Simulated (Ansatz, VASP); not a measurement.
TePb: VASP beside Ansatz

```xyz
2
Lattice="0.0000 3.2735 3.2735 3.2735 0.0000 3.2735 3.2735 3.2735 0.0000" Properties=species:S:1:pos:R:3 pbc="T T T"
Pb    0.0000    0.0000    0.0000
Te    3.2735    3.2735    3.2735
```

Alike in both runs: task single point; functional PBE; dispersion D3(BJ); k mesh 7 × 7 × 7; occupations fermi-dirac, width 0.05 eV; no spin polarisation.

```csv
,VASP,Ansatz
version,VASP 6.6.1,Ansatz 0.2.0
potentials or method,"VASP PAW PBE potentials, release 64 (Pb_d, Te)",Ansatz PAW
plane-wave cutoff (eV),520,420
valence electrons in the cell,20,30
```

|  | VASP | Ansatz | Ansatz less VASP |
| --- | --- | --- | --- |
| pressure (GPa) | -1.4 | -1.4 | +0.06 |

VASP's potentials hold 20 valence electrons a cell and Ansatz's 30, so a difference there can come from the potentials and not from the codes.

Neither program's run includes spin-orbit coupling.
